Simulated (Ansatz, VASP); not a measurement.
# SiO2 in VASP and in Ansatz

The input INCAR:

```
ALGO     = Normal         # electronic algorithm
EDIFF    = 1E-7           # SCF threshold, eV
ENCUT    = 520            # plane-wave cutoff, eV
GGA      = PS             # functional
ISIF     = 2              # what is computed and relaxed
ISMEAR   = 0              # smearing method
LASPH    = T              # aspherical terms in the spheres
LCHARG   = F              # write CHGCAR
LREAL    = F              # projectors in reciprocal space
LWAVE    = F              # write WAVECAR
NBANDS   = 25             # bands
NELM     = 80             # most SCF steps
PREC     = Accurate       # precision mode
SIGMA    = 0.02           # smearing width, eV
```

File KPOINTS:

```
k-points
0
Gamma
  8 8 14
```

POSCAR

```
SiO2
1.0
    4.1944456875      0.0000000000      0.0000000000
    0.0000000000      4.1944456875      0.0000000000
    0.0000000000      0.0000000000      2.6782679635
Si O
2 4
Direct
    0.0000000000      0.0000000000      0.0000000000
    0.5000000000      0.5000000000      0.5000000000
    0.3060464345      0.3060464345      0.0000000000
    0.1939535655      0.8060464345      0.5000000000
    0.6939535655      0.6939535655      0.0000000000
    0.8060464345      0.1939535655      0.5000000000
```

Input for Ansatz:

```yaml
crystal:
  lattice:
    - [4.1944456875, 0.0, 0.0]
    - [0.0, 4.1944456875, 0.0]
    - [0.0, 0.0, 2.6782679635]
  atoms:
    - { symbol: Si, position: [0.0, 0.0, 0.0] }
    - { symbol: Si, position: [0.5, 0.5, 0.5] }
    - { symbol: O, position: [0.3060464345, 0.3060464345, 0.0] }
    - { symbol: O, position: [0.1939535655, 0.8060464345, 0.5] }
    - { symbol: O, position: [0.6939535655, 0.6939535655, 0.0] }
    - { symbol: O, position: [0.8060464345, 0.1939535655, 0.5] }
basis:
  ecutwfc: 420
kpoints:
  mp_grid: { grid: [8, 8, 14] }
hamiltonian:
  xc: pbesol
  pseudopotentials: { kind: paw, azcp: { folder: soft_1 } }
scf:
  occupations: { method: gaussian, width: 0.02 }
output:
  forces: true
  stress: true
  eigenvalues: true
```

Alike in both runs: task single point; functional PBEsol; k mesh 8 × 8 × 14; occupations gaussian, width 0.02 eV; no spin polarisation.

|  | VASP | Ansatz |
| --- | --- | --- |
| version | VASP 6.6.1 | Ansatz 0.2.0 |
| potentials or method | VASP PAW PBE potentials, release 64 (Si, O), cutoff 520 eV | scalar-relativistic, plane waves, PAW |
| valence electrons in the cell | 32 | 32 |

```tsv
	VASP	Ansatz	Ansatz less VASP
gap on the k mesh at the Fermi level (eV)	5.36	5.36	0.000
least direct gap on the mesh (eV)	5.36	5.36	0.000
pressure (GPa)	0.7	0.0	-0.72
traceless stress, the component that is largest in VASP (GPa)	0.63	-0.01	-0.631
rms of the force components (eV/Å)	0.016	0.001	-0.0152
```

VASP's potentials were made for PBE, not for PBEsol, and Ansatz warns of the same on its side. Atom by atom the forces differ by 0.016 eV/Å (rms over components).
